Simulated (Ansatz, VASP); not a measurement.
One calculation of CdF2, two programs

```
CELL_PARAMETERS angstrom
-0.10043 2.74027 2.84988
2.74027 -0.10043 2.84988
2.63984 2.63984 0.00000
ATOMIC_POSITIONS crystal
Cd 0.00000 0.00000 0.00000
F 0.25000 0.25000 0.25000
F 0.75000 0.75000 0.75000
```

Change from the starting cell: engineering shear strain xy -0.0733, normal strain along z +0.0400.

Alike in both runs: task single point; functional PBE; k mesh 8 × 8 × 8; occupations gaussian, width 0.05 eV; no spin polarisation.

|  | VASP | Ansatz |
| --- | --- | --- |
| version | VASP 6.6.1 | Ansatz 0.2.0 |
| potentials or method | VASP PAW PBE potentials, release 64 (Cd, F), cutoff 520 eV | scalar-relativistic, plane waves, PAW |
| valence electrons in the cell | 26 | 34 |

```tsv
	VASP	Ansatz	Ansatz less VASP
gap on the k mesh at the Fermi level (eV)	2.73	2.76	+0.028
least direct gap on the mesh (eV)	3.25	3.27	+0.029
pressure (GPa)	-2.4	-2.8	-0.42
traceless stress, the component that is largest in VASP (GPa)	-2.66	-2.70	-0.043
rms of the force components (eV/Å)	0.018	0.007	-0.0106
```

Atom by atom the forces differ by 0.011 eV/Å (rms over components). VASP's potentials hold 26 valence electrons a cell and Ansatz's 34, so a difference there can come from the potentials and not from the codes.
